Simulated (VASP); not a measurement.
# MgSiSe3 (R-3c) in VASP: notebook, part 2 of 2

VASP 6.6.1.

## (3) Relaxation of cell and atoms, PBE

This run uses another cell than the first one, of 17.87 Å³/atom.

Input file INCAR:

```
SYSTEM = MgSiSe3
  PREC = Accurate
  ENCUT = 600
  EDIFF = 1E-6
  ISMEAR = 0
  SIGMA = 0.1
  LREAL = .False.
  LASPH = .True.
  NELM = 100
  ALGO = Normal
  ISIF = 3
  LWAVE = .False.
  LCHARG = .False.
  GGA = PE
  IBRION = 2
  NSW = 90
  EDIFFG = -0.04
```

Input file KPOINTS:

```
regular mesh
0
Gamma
  3 3 3
  0 0 0
```

Input file POSCAR:

```
MgSiSe3
1.0
    3.1635840368      1.8264960952      5.1545958809
   -3.1635840368      1.8264960952      5.1545958809
    0.0000000000     -3.6529921905      5.1545958809
Mg Si Se
2 2 6
Direct
    0.7500000000      0.7500000000      0.7500000000
    0.2500000000      0.2500000000      0.2500000000
    0.5000000000      0.5000000000      0.5000000000
    0.0000000000      0.0000000000      0.0000000000
    0.2250000000      0.2750000000      0.7500000000
    0.2750000000      0.7500000000      0.2250000000
    0.7750000000      0.7250000000      0.2500000000
    0.2500000000      0.7750000000      0.7250000000
    0.7250000000      0.2500000000      0.7750000000
    0.7500000000      0.2250000000      0.2750000000
```

Potentials or basis: VASP PAW PBE potentials, release 64 (Mg, Si, Se).

The run is started by

```sh
cat potpaw_PBE.64/Mg/POTCAR potpaw_PBE.64/Si/POTCAR potpaw_PBE.64/Se/POTCAR > POTCAR
mpirun -np 1 vasp_std > vasp.out
```

OUTCAR:

```text
SYSTEM = MgSiSe3
   PREC = Accurate
   ENCUT = 600
   EDIFF = 1E-6
   ISMEAR = 0
   LREAL = .False.
   LASPH = .True.
   NELM = 100
   ISIF = 3
   GGA = PE
   IBRION = 2
   NSW = 90
   EDIFFG = -0.04

 ion  position               nearest neighbor table
   1  0.750  0.750  0.750-   6 3.01  10 3.01   5 3.01   8 3.16   9 3.16   9 3.16   8 3.16   7 3.16
                             7 3.16
   2  0.250  0.250  0.250-   8 3.01   9 3.01   7 3.01   6 3.16  10 3.16   6 3.16  10 3.16   5 3.16
                             5 3.16
   3  0.500  0.500  0.500-   5 2.24   7 2.24   6 2.24   9 2.24   8 2.24  10 2.24
   4  0.000  0.000  0.000-   5 2.24   7 2.24   8 2.24  10 2.24   9 2.24   6 2.24
   5  0.225  0.275  0.750-   3 2.24   4 2.24   1 3.01   2 3.16   2 3.16
   6  0.275  0.750  0.225-   3 2.24   4 2.24   1 3.01   2 3.16   2 3.16
   7  0.775  0.725  0.250-   3 2.24   4 2.24   2 3.01   1 3.16   1 3.16
   8  0.250  0.775  0.725-   4 2.24   3 2.24   2 3.01   1 3.16   1 3.16
   9  0.725  0.250  0.775-   3 2.24   4 2.24   2 3.01   1 3.16   1 3.16
  10  0.750  0.225  0.275-   4 2.24   3 2.24   1 3.01   2 3.16   2 3.16

  LATTYP: Found a trigonal (rhomboedric) cell.
 ALAT       =     6.3177694354
 COS(alpha) =     0.4985112421

  Lattice vectors:

 A1 = (   3.1635840368,   1.8264960952,   5.1545958809)
 A2 = (  -3.1635840368,   1.8264960952,   5.1545958809)
 A3 = (   0.0000000000,  -3.6529921905,   5.1545958809)

Analysis of symmetry for initial positions (statically):
=====================================================================
 Subroutine PRICEL returns:
 Original cell was already a primitive cell.

 Routine SETGRP: Setting up the symmetry group for a
 trigonal (rhombohedral) supercell.

 Subroutine GETGRP returns: Found 12 space group operations
 (whereof  6 operations were pure point group operations)
 out of a pool of 12 trial point group operations.

The static configuration has the point symmetry S_6 .
 The point group associated with its full space group is D_3d.

Analysis of symmetry for dynamics (positions and initial velocities):
=====================================================================
 Subroutine PRICEL returns:
[... 148 lines left out ...]

 number of electron      47.9999999 magnetization

 Free energy of the ion-electron system (eV)
  ---------------------------------------------------
  ext. energy  EPLUGINS =         0.00000000
  ---------------------------------------------------
  free energy    TOTEN  =       -32.15942140 eV

  energy without entropy =      -32.11204434  energy(sigma->0) =      -32.13573287

------------------------ aborting loop because EDIFF is reached ----------------------------------------

  FORCE on cell =-STRESS in cart. coord.  units (eV):
  Direction    XX          YY          ZZ          XY          YZ          ZX
  --------------------------------------------------------------------------------------
  -------------------------------------------------------------------------------------
  Total       27.3229059     27.3229059     27.0207571      0.0000000     -0.0000000      0.0000000
  in kB      244.9590408    244.9590408    242.2501750      0.0000000     -0.0000000      0.0000000
  external PRESSURE =     244.0560856 kB  Pullay stress =       0.0000000 kB
[... 113 lines left out ...]
  FREE ENERGIE OF THE ION-ELECTRON SYSTEM (eV)
  ---------------------------------------------------
  free  energy   TOTEN  =       -35.4615304834 eV

  energy  without entropy=      -35.4180319978  energy(sigma->0) =      -35.43978124

 E-fermi :   5.8264     XC(G=0): -10.0709

 val. band max:        5.7329352952   @ k =   0.0000   0.0000   0.0000
 cond. band min:       5.9305468819   @ k =   0.0000   0.0000   0.0000
 fundamental gap:      0.1976115866
 Fermi energy:         5.8263814496

 k-point     1 :       0.0000    0.0000    0.0000
  band No.  band energies     occupation
      1      -9.9512      2.00000
      2      -7.6808      2.00000
      3      -7.6808      2.00000
      4      -7.2568      2.00000
      5      -7.0290      2.00000
      6      -7.0290      2.00000
[... 187 lines left out ...]
     29       9.2486      0.00000
     30       9.5231      0.00000

[... ionic steps 4 to 13 ...]

--------------------------------------- Ionic step       14  -------------------------------------------

 number of electron      48.0000008 magnetization

------------------------ aborting loop because EDIFF is reached ----------------------------------------
[... 83 lines left out ...]
--------------------------------------- Ionic step       16  -------------------------------------------

 number of electron      48.0000000 magnetization

 Free energy of the ion-electron system (eV)
  ---------------------------------------------------
  ext. energy  EPLUGINS =         0.00000000
  ---------------------------------------------------
  free energy    TOTEN  =       -39.03224731 eV

  energy without entropy =      -39.03191135  energy(sigma->0) =      -39.03207933

 E-fermi :   4.3479     XC(G=0):  -9.5639

 val. band max:        4.1424474778   @ k =   0.3333   0.0000  -0.0000
 cond. band min:       4.5098554103   @ k =   0.0000   0.0000   0.0000
 fundamental gap:      0.3674079326
 Fermi energy:         4.3478931598

 k-point     1 :       0.0000    0.0000    0.0000
  band No.  band energies     occupation
      1     -10.3458      2.00000
      2      -8.4939      2.00000
      3      -8.4939      2.00000
      4      -8.1209      2.00000
      5      -7.8982      2.00000
      6      -7.8982      2.00000
[... 224 lines left out ...]
  FREE ENERGIE OF THE ION-ELECTRON SYSTEM (eV)
  ---------------------------------------------------
  free  energy   TOTEN  =       -39.0322473140 eV

  energy  without entropy=      -39.0319113492  energy(sigma->0) =      -39.03207933

 reached required accuracy - stopping structural energy minimisation
```

OSZICAR:

```text
N       E                     dE             d eps       ncg     rms          rms(c)
DAV:   1     0.270571782441E+03    0.27057E+03   -0.21626E+04   360   0.153E+03
DAV:   2    -0.810727788786E+01   -0.27868E+03   -0.26842E+03   456   0.227E+02
DAV:   3    -0.329915863267E+02   -0.24884E+02   -0.23835E+02   428   0.695E+01
[... 157 lines left out ...]
DAV:   3    -0.390336718964E+02    0.59230E-02   -0.83905E-03   440   0.417E-01    0.246E-01
DAV:   4    -0.390321937397E+02    0.14782E-02   -0.39474E-03   420   0.285E-01    0.766E-02
DAV:   5    -0.390322409044E+02   -0.47165E-04   -0.40344E-04   438   0.877E-02    0.368E-02
DAV:   6    -0.390322471820E+02   -0.62777E-05   -0.16547E-05   434   0.199E-02    0.140E-02
DAV:   7    -0.390322473140E+02   -0.13193E-06   -0.44936E-06   396   0.103E-02
  16 F= -.39032247E+02 E0= -.39032079E+02  d E =-.141940E-01
```

It took 9.2 min on 1 thread of Oxide Virtual Turin-like, shared host; peak memory 0.35 GiB.

Results:

```yaml
Free_energy: -39.0322 eV
Relaxed_volume: 21.44 Å³/atom
Relaxed_cell: a = 6.667 Å, b = 6.667 Å, c = 6.667 Å, α = 61.02°, β = 61.02°, γ = 61.02°
Space_group_after_relaxing_to_0.1_Å: R-3c (No. 167)
Energy_gained_by_relaxing: 687.3 meV/atom
Ionic_steps: 16
Pressure_after_relaxing: 0.1 GPa
Largest_force_after_relaxing: 0.028 eV/Å
Band_gap_on_the_k_mesh: 0.37 eV (least direct gap 0.51 eV)
```

Forces in eV/Å, atoms in the order of the input:
```
Mg   0.000  0.000  0.000
Mg   0.000  0.000  0.000
Si   0.000  0.000  0.000
Si   0.000  0.000  0.000
Se  -0.028  0.000  0.000
Se   0.014  0.024  0.000
Se   0.028  0.000  0.000
Se  -0.014  0.024  0.000
Se  -0.014 -0.024  0.000
Se   0.014 -0.024  0.000
```

Stress tensor (GPa, compression positive):
```
0.01 0.00 0.00
0.00 0.01 0.00
0.00 0.00 0.14
```

Step by step:
```csv
step,energy change (eV),largest force (eV/Å),pressure (GPa),volume (Å³)
1,0.0000,1.2157,24.41,178.71
2,-2.8226,0.8511,-5.52,258.77
3,-3.3021,0.9763,-0.44,230.19
4,-3.3027,0.9713,-0.71,231.31
5,-3.5925,1.1185,-0.86,230.78
6,-4.6120,1.2846,-1.63,229.19
7,-6.4509,0.7243,-2.78,226.02
8,-1.8226,4.7666,8.34,219.78
9,-6.7013,0.3944,-2.71,225.17
10,-6.7843,0.1623,-2.29,224.17
11,-6.7918,0.0144,-2.44,224.41
12,-5.9752,0.8155,10.89,190.12
13,-6.8584,0.1272,-0.32,216.51
14,-6.8586,0.1329,-0.24,216.18
15,-6.8586,0.1364,-0.18,216.00
16,-6.8728,0.0281,0.05,214.40
```

Final structure:
```
Mg Si Se
1.0
     3.38509    1.95438    5.40117
    -3.38509    1.95438    5.40117
     0.00000   -3.90876    5.40117
Mg Si Se
2 2 6
Direct
  0.75000 0.75000 0.75000
  0.25000 0.25000 0.25000
  0.50000 0.50000 0.50000
  0.00000 0.00000 0.00000
  0.13319 0.36681 0.75000
  0.36681 0.75000 0.13319
  0.86681 0.63319 0.25000
  0.25000 0.86681 0.63319
  0.63319 0.25000 0.86681
  0.75000 0.13319 0.36681
```

Levels at points of the mesh, in eV from the valence-band top:
| k point | band 20 | band 21 | band 22 | band 23 | band 24 | band 25 | band 26 | band 27 | band 28 | band 29 |
| --- | --- | --- | --- | --- | --- | --- | --- | --- | --- | --- |
| (0.00, 0.00, 0.00) | -0.43 | -0.43 | -0.35 | -0.35 | -0.14 | 0.37 | 1.69 | 2.78 | 2.78 | 2.90 |

Caveat: the volume moved by over 15 % at a fixed basis, so the end points are rough; semilocal functionals underestimate gaps, and a narrow one can read as zero.

## (4) Single point, PBE

Input file INCAR:

```
SYSTEM = MgSiSe3
  PREC = Accurate
  ENCUT = 520
  EDIFF = 1E-6
  ISMEAR = 0
  SIGMA = 0.02
  LREAL = .FALSE.
  LASPH = .TRUE.
  NELM = 100
  ALGO = Normal
  ISIF = 2
  LWAVE = .FALSE.
  LCHARG = .FALSE.
  GGA = PE
  NBANDS = 35
```

Input file KPOINTS:

```
Automatic mesh
0
G
  6 6 6
  0 0 0
```

Input file POSCAR:

```
MgSiSe3
1.0
    3.3738812249      1.9479112334      5.4393788255
   -3.3738812249      1.9479112334      5.4393788255
    0.0000000000     -3.8958224668      5.4393788255
Mg Si Se
2 2 6
Direct
    0.7500000000      0.7500000000      0.7500000000
    0.2500000000      0.2500000000      0.2500000000
    0.5000000000      0.5000000000      0.5000000000
    0.0000000000      0.0000000000      0.0000000000
    0.1335212209      0.3664787791      0.7500000000
    0.3664787791      0.7500000000      0.1335212209
    0.8664787791      0.6335212209      0.2500000000
    0.2500000000      0.8664787791      0.6335212209
    0.6335212209      0.2500000000      0.8664787791
    0.7500000000      0.1335212209      0.3664787791
```

The run is started by

```sh
cat potpaw_PBE.64/Mg/POTCAR potpaw_PBE.64/Si/POTCAR potpaw_PBE.64/Se/POTCAR > POTCAR
mpirun -np 1 vasp_std > vasp.out
```

Run time: 3.6 min. Hardware: 1 thread of Oxide Virtual Turin-like, shared host; peak memory 0.43 GiB.

Results (log left out):

| Item | Value |
| --- | --- |
| Free energy | -39.0172 eV |
| Pressure | 0.0 GPa |
| Largest force | 0.011 eV/Å |
| Band gap on the k mesh | 0.24 eV (least direct gap 0.39 eV) |

Forces in eV/Å, atoms in the order of the input:
```
Mg   0.000  0.000  0.000
Mg   0.000  0.000  0.000
Si   0.000  0.000  0.000
Si   0.000  0.000  0.000
Se  -0.011  0.000  0.000
Se   0.006  0.010  0.000
Se   0.011  0.000  0.000
Se  -0.006  0.010  0.000
Se  -0.006 -0.010  0.000
Se   0.006 -0.010  0.000
```

Levels at points of the mesh, in eV from the valence-band top:
```csv
k point,band 20,band 21,band 22,band 23,band 24,band 25,band 26,band 27,band 28,band 29
"(0.00, 0.00, 0.00)",-0.50,-0.50,-0.44,-0.44,-0.25,0.24,1.62,2.66,2.66,2.83
"(0.50, 0.00, 0.00)",-2.21,-0.97,-0.97,-0.20,-0.20,0.71,0.71,3.34,3.34,3.74
"(0.50, 0.50, 0.00)",-1.55,-1.19,-1.14,-0.62,-0.47,1.17,1.50,2.21,2.89,2.91
"(0.50, 0.50, 0.50)",-2.35,-0.81,-0.81,-0.81,-0.81,0.38,0.38,3.70,3.70,4.24
```

Caveat: semilocal functionals underestimate gaps, and a narrow one can read as zero. A k mesh can miss the band edges.

## (5) Summary

| task | cell | k mesh | cutoff (eV) | smearing | gap on the mesh (eV) | pressure (GPa) | largest force (eV/Å) |
| --- | --- | --- | --- | --- | --- | --- | --- |
| single point | a = 6.675 Å, angles 60.9°, 10 atoms, atomic positions A | 3 × 3 × 3 | 520 | gaussian 0.1 eV | 0.36 | 0.0 | 0.01 |
| relaxation of cell and atoms | relaxed from a = 6.318 Å, angles 60.1°, 10 atoms, atomic positions B | 3 × 3 × 3 | 600 | gaussian 0.1 eV | 0.37 | 0.1 | 0.03 |
| single point | a = 6.691 Å, angles 60.6°, 10 atoms, atomic positions C | 6 × 6 × 6 | 520 | gaussian 0.02 eV | 0.24 | 0.0 | 0.01 |

Alike in all rows: level PBE; potentials or basis VASP PAW PBE potentials, release 64 (Mg, Si, Se); no spin polarisation.

Caveats: semilocal functionals underestimate gaps, and a narrow one can read as zero; the volume moved by over 15 % at a fixed basis, so the end points are rough (at least some runs).

Total energies depend on the potentials used, so only differences within one code and one set of settings carry meaning.
